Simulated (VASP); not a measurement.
Ag2O: single point with LDA

Crystal: Ag2O.

```
Ag O
1.0
     4.75612    0.00000    0.00000
     0.00000    4.75612    0.00000
     0.00000    0.00000    4.75612
Ag O
4 2
Direct
  0.25000 0.25000 0.25000
  0.25000 0.75000 0.75000
  0.75000 0.75000 0.25000
  0.75000 0.25000 0.75000
  0.00000 0.00000 0.00000
  0.50000 0.50000 0.50000
```

| Item | Value |
| --- | --- |
| Program | VASP 6.6.1 |
| Task | single point |
| Functional | LDA |
| Potentials or basis | VASP PAW LDA potentials, release 64 (Ag, O) |
| Cutoff | 600 eV |
| k mesh | 6 × 6 × 6 |
| Occupations | fermi-dirac, width 0.02 eV |
| Spin | no spin polarisation |

```json
{"Pressure": "-6.4 GPa", "Band gap on the k mesh": "zero (filled and empty bands touch)"}
```

Levels at points of the mesh, in eV from the Fermi level:
```tsv
k point	band 26	band 27	band 28	band 29	band 30	band 31
(0.00, 0.00, 0.00)	-0.04	-0.02	-0.02	-0.02	1.97	1.97
(0.50, 0.00, 0.00)	-1.59	-0.49	-0.49	1.99	1.99	4.65
(0.50, 0.50, 0.00)	-1.61	-0.83	-0.83	2.01	2.01	3.64
(0.50, 0.50, 0.50)	-0.70	-0.70	-0.70	2.51	2.51	2.51
```

Wall time 2.7 min on 1 thread of Intel Xeon 8259CL (shared host), peak memory 0.24 GiB.

Caveat: the cell stands under tension.
